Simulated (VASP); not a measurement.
Wanted: the native input for a VASP 6.6.1 run.

| Property | Result |
| --- | --- |
| Task | single point |
| Functional | PBE |
| Potentials or basis | VASP PAW PBE potentials, release 64 (Ge_d, Sb) |
| Cutoff | 520 eV |
| k mesh | 6 × 6 × 4 |
| Occupations | gaussian, width 0.1 eV |
| Spin | no spin polarisation |
| Dipole correction | no |
| Further INCAR settings | ALGO = Normal; EDIFF = 1e-07; NBANDS = 19 |

The structure of GeSb2 lies in POSCAR:

```
GeSb2
1.0
    5.1979897171      0.0000000000      0.0000000000
   -2.5989948586      4.5015911436      0.0000000000
    0.0000000000      0.0000000000      3.2499147912
Ge Sb
1 2
Direct
    0.0000000000      0.0000000000      0.0000000000
    0.3333333333      0.6666666667      0.5000000000
    0.6666666667      0.3333333333      0.5000000000
```

The input as run:

INCAR

```
SYSTEM = GeSb2
  ALGO = Normal
  EDIFF = 1E-7
  ENCUT = 520
  GGA = PE
  ISIF = 2
  ISMEAR = 0
  LASPH = .TRUE.
  LCHARG = .FALSE.
  LREAL = .FALSE.
  LWAVE = .FALSE.
  NBANDS = 19
  NELM = 60
  PREC = Accurate
  SIGMA = 0.1
```

KPOINTS

```
k-points
0
G
  6 6 4
  0 0 0
```

Potentials or basis: VASP PAW PBE potentials, release 64 (Ge_d, Sb).

Launch:

```console
$ cat potpaw_PBE.64/Ge_d/POTCAR potpaw_PBE.64/Sb/POTCAR > POTCAR
$ mpirun -np 1 vasp_std > vasp.out
```

Results of the run:

```json
{
 "Pressure": "0.0 GPa",
 "Band gap on the k mesh": "zero (bands 12 and 13 overlap by 5.33 eV)"
}
```

Caveat: the k points lie up to 0.48 Å⁻¹ apart, too coarse for converged energies and pressures of a metal; spin-orbit coupling is left out, which moves the levels of the heavy elements.

It took 47 s on 1 thread of Oxide Virtual Turin-like Processor, with other jobs on the host, peak memory 0.16 GiB.
